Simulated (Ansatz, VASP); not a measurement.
# K in VASP and in Ansatz

```
CELL_PARAMETERS angstrom
4.31044 0.00000 0.00000
0.00000 4.31044 0.00000
0.00000 0.00000 4.31044
ATOMIC_POSITIONS crystal
K 0.00000 0.00000 0.00000
```

Alike in both runs: task single point; functional LDA; k mesh 8 × 8 × 8; occupations fermi-dirac, width 0.1 eV; no spin polarisation.

|  | VASP | Ansatz |
| --- | --- | --- |
| version | VASP 6.6.1 | Ansatz 0.2.0 |
| potentials or method | VASP PAW LDA potentials, release 64 (K_sv) | plane waves, PAW |
| plane-wave cutoff (eV) | 520 | 420 |
| valence electrons in the cell | 9 | 9 |

```tsv
	VASP	Ansatz	Ansatz less VASP
gap on the k mesh at the Fermi level (eV)	none	none	-
pressure (GPa)	-0.4	-0.4	+0.02
```

LDA's correlation is that of Perdew and Zunger in VASP and of Perdew and Wang (1992) in Ansatz. A gap of «none» marks a metal or a gap that the smearing closes.
